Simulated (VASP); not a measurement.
A run of VASP 6.6.1:

INCAR

```
ALGO = Normal ; EDIFF = 1E-6
EDIFFG = -0.01 ; ENCUT = 600
GGA = PE ; IBRION = 2
ISIF = 3 ; ISMEAR = 0
LASPH = T ; LCHARG = F
LREAL = F ; LWAVE = F
NELM = 100 ; NSW = 100
PREC = Accurate ; SIGMA = 0.1
```

The input KPOINTS:

```
k-points
0
Gamma
  6 6 8
```

File POSCAR:

```
LaHfO
1.0
    3.7660905922     -4.2781053090      0.0000000000
    3.7660905922      4.2781053090      0.0000000000
    0.0000000000      0.0000000000      3.6921307050
La Hf O
2 2 2
Direct
    0.7666929678      0.2333070322      0.5000000000
    0.2333070322      0.7666929678      0.5000000000
    0.2841039540      0.2841039540      0.0000000000
    0.7158960460      0.7158960460      0.0000000000
    0.5000000000      0.0000000000      0.0000000000
    0.0000000000      0.5000000000      0.0000000000
```

Potentials or basis: VASP PAW PBE potentials, release 64 (La, Hf_pv, O).

Command:

```console
$ cat potpaw_PBE.64/La/POTCAR potpaw_PBE.64/Hf_pv/POTCAR potpaw_PBE.64/O/POTCAR > POTCAR
$ mpirun -np 1 vasp_std > vasp.out
```

Hardware: 1 thread of Intel(R) Xeon(R) 6975P-C (Granite Rapids), on a shared host.

**Question.** Estimate the wall time of this run.

**Answer.** Run time: 9.1 min on 1 thread of Intel(R) Xeon(R) 6975P-C (Granite Rapids), with other jobs on the host, peak memory 0.48 GiB. Counts: scf iterations 37, k points 65, ion steps 4.
